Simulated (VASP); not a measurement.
# Ti3AgN: relaxation of cell and atoms with r2SCAN

Ti3AgN:

```
Ag N Ti
1.0
     4.07429    0.00000    0.00000
     0.00000    4.07429    0.00000
     0.00000    0.00000    4.07429
Ag N Ti
1 1 3
Cartesian
  0.0000 0.0000 0.0000
  2.0371 2.0371 2.0371
  0.0000 2.0371 2.0371
  2.0371 0.0000 2.0371
  2.0371 2.0371 0.0000
```

```json
{
  "Program": "VASP 6.6.1",
  "Task": "relaxation of cell and atoms",
  "Functional": "r2SCAN",
  "Potentials or basis": "VASP PAW PBE potentials, release 64 (Ag, N, Ti_sv)",
  "Cutoff": "600 eV",
  "k mesh": "5 × 5 × 5",
  "Occupations": "methfessel-paxton, width 0.05 eV",
  "Spin": "no spin polarisation",
  "Dipole correction": "no",
  "Further INCAR settings": "ALGO = Normal; EDIFF = 1e-06; IBRION = 2; EDIFFG = -0.01; NSW = 60; ISIF = 3"
}
```

| Property | Result |
| --- | --- |
| Relaxed volume | 14.15 Å³/atom |
| Relaxed cell | a = 4.136 Å, b = 4.136 Å, c = 4.136 Å, α = 90.00°, β = 90.00°, γ = 90.00° |
| Space group after relaxing (to 0.1 Å) | Pm-3m (No. 221) |
| Energy gained by relaxing | 16.2 meV/atom |
| Ionic steps | 3 |
| Pressure after relaxing | -0.1 GPa |
| Band gap on the k mesh | zero (bands 26 and 27 overlap by 0.77 eV) |

The path:
```tsv
step	energy change (eV)	largest force (eV/Å)	pressure (GPa)	volume (Å³)
1	0.0000	0.0000	8.67	67.63
2	0.0508	0.0000	-9.24	75.05
3	-0.0808	0.0000	-0.07	70.77
```

Final structure:
```xyz
5
Lattice="4.1363 0.0000 0.0000 0.0000 4.1363 0.0000 0.0000 0.0000 4.1363" Properties=species:S:1:pos:R:3 pbc="T T T"
Ag    0.0000    0.0000    0.0000
N     2.0682    2.0682    2.0682
Ti    0.0000    2.0682    2.0682
Ti    2.0682    0.0000    2.0682
Ti    2.0682    2.0682    0.0000
```

Levels at points of the mesh, in eV from the Fermi level:
```tsv
k point	band 23	band 24	band 25	band 26	band 27	band 28	band 29	band 30
(0.00, 0.00, 0.00)	-1.22	-1.22	-1.22	-0.43	-0.43	1.83	1.83	1.83
```

Wall time 4.4 min on 1 thread of Intel(R) Xeon(R) Platinum 8488C (Sapphire Rapids) (shared host), peak memory 0.24 GiB.

Caveat: the PAW data sets were made with another functional, which shifts forces and pressure a little.
